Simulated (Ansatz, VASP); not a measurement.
**One calculation of MoRu2, two programs**

```
Mo Ru
1.0
     0.00000    3.55794    3.55794
     3.55794    0.00000    3.55794
     3.55794    3.55794    0.00000
Mo Ru
2 4
Cartesian
  5.3369 5.3369 5.3369
  3.5579 3.5579 3.5579
  0.8895 0.8895 0.8895
  2.6685 2.6685 0.8895
  2.6685 0.8895 2.6685
  0.8895 2.6685 2.6685
```

Alike in both runs: functional PBE; k mesh 10 × 10 × 10; occupations gaussian, width 0.1 eV; no spin polarisation.

Ansatz relaxed the structure, and its values are those at the end. VASP's run is a single point on that final structure, the one shown.

|  | VASP | Ansatz |
| --- | --- | --- |
| version | VASP 6.6.1 | Ansatz 0.2.0 |
| potentials or method | VASP PAW PBE potentials, release 64 (Mo_sv, Ru_pv), cutoff 520 eV | scalar-relativistic, plane waves, PAW |
| valence electrons in the cell | 84 | 92 |

Ansatz gave:

| Property | Result |
| --- | --- |
| gap on the k mesh at the Fermi level (eV) | none |
| pressure (GPa) | 0.0 |

Which values does VASP return?

gap on the k mesh at the Fermi level (eV): none; pressure (GPa): 0.1.

A gap of «none» marks a metal or a gap that the smearing closes. VASP's potentials hold 84 valence electrons a cell and Ansatz's 92, so a difference there can come from the potentials and not from the codes.
